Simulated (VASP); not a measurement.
A run of VASP 6.6.1 is set up as follows.

The input INCAR:

```
SYSTEM = KBr
  PREC = Accurate
  ENCUT = 520
  EDIFF = 1E-7
  ISMEAR = -1
  SIGMA = 0.1
  LREAL = .FALSE.
  LASPH = .TRUE.
  NELM = 60
  ALGO = Normal
  ISIF = 2
  LWAVE = .FALSE.
  LCHARG = .FALSE.
  GGA = PS
  NBANDS = 15
```

KPOINTS

```
regular mesh
0
G
  4 4 4
  0 0 0
```

The input POSCAR:

```
KBr
1.0
    4.0435000000      0.0000000000      0.0000000000
    0.0000000000      4.0435000000      0.0000000000
    0.0000000000      0.0000000000      7.0435000000
K Br
1 1
Direct
    0.0000000000      0.0000000000      0.0000000000
    0.5000000000      0.5000000000      0.2870376943
```

Potentials or basis: VASP PAW PBE potentials, release 64 (K_sv, Br).

Run with:

```bash
$ cat potpaw_PBE.64/K_sv/POTCAR potpaw_PBE.64/Br/POTCAR > POTCAR
$ mpirun -np 1 vasp_std > vasp.out
```

Task: Estimate the largest force.

Result: 1.057 eV/Å.

Task: Predict the band gap on the k mesh.

Result: 1.62 eV, indirect (least direct gap 1.75 eV).

Forces on the atoms (eV/Å):
```
K    0.000  0.000  1.057
Br   0.000  0.000 -1.057
```

Caveat: the PAW data sets were made with another functional, which shifts forces and pressure a little.
